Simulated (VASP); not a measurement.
Write the native input for VASP 6.6.1 that does the following.

| Quantity | Value |
| --- | --- |
| Task | single point |
| Functional | PBE |
| Dispersion | D3(BJ) |
| Potentials or basis | VASP PAW PBE potentials, release 64 (Mo_sv, S) |
| Cutoff | 500 eV |
| k mesh | 12 × 12 × 4 |
| Occupations | gaussian, width 0.05 eV |
| Spin | no spin polarisation |
| Dipole correction | no |
| Further INCAR settings | ALGO = Normal; EDIFF = 1e-06; NBANDS = 20 |

The structure of MoS2 lies in POSCAR:

```
MoS2
1.0
    3.1779315830      0.0000000000      0.0000000000
   -1.5889657915      2.7521694823      0.0000000000
    0.0000000000      0.0000000000      6.5262002988
Mo S
1 2
Direct
    0.0000000000      0.0000000000      0.0000000000
    0.3333333333      0.6666666667      0.2107069157
    0.3333333333      0.6666666667      0.7892930843
```

This cell differs from its parent crystal: c/a of the conventional cell at fixed volume 2.0536.

One way to write it, as run:

INCAR

```
SYSTEM = MoS2
ALGO     = Normal         ! electronic algorithm
EDIFF    = 1E-6           ! SCF threshold, eV
ENCUT    = 500            ! plane-wave cutoff, eV
GGA      = PE             ! functional
GGA_COMPAT= .False.      
ISIF     = 2              ! what is computed and relaxed
ISMEAR   = 0              ! smearing method
IVDW     = 12             ! dispersion correction
LASPH    = .True.         ! aspherical terms in the spheres
LCHARG   = .True.         ! write CHGCAR
LELF     = .True.         ! ELF
LREAL    = .False.        ! projectors in reciprocal space
LVHAR    = .True.       
LWAVE    = .False.        ! write WAVECAR
NBANDS   = 20             ! bands
NELM     = 120            ! most SCF steps
PREC     = Accurate       ! precision mode
SIGMA    = 0.05           ! smearing width, eV
```

KPOINTS

```
k-points
0
Gamma
  12 12 4
  0 0 0
```

Potentials or basis: VASP PAW PBE potentials, release 64 (Mo_sv, S).

The run is started by

```console
$ cat potpaw_PBE.64/Mo_sv/POTCAR potpaw_PBE.64/S/POTCAR > POTCAR
$ mpirun -np 1 vasp_std > vasp.out
```

Results of the run:

```json
{"Pressure": "18.3 GPa", "Largest force": "4.317 eV/Å", "Band gap on the k mesh": "zero (band 13 reaches 7.20 eV, above the bottom of band 14 at 6.95 eV)", "Dispersion energy per atom": "-0.399 eV"}
```

Caveat: forces of over 1 eV/Å act on the atoms, so gaps and moduli don't describe the material at rest.

It took 34 s on 1 thread of Intel Xeon 6975P-C, with other jobs on the host, peak memory 0.21 GiB.
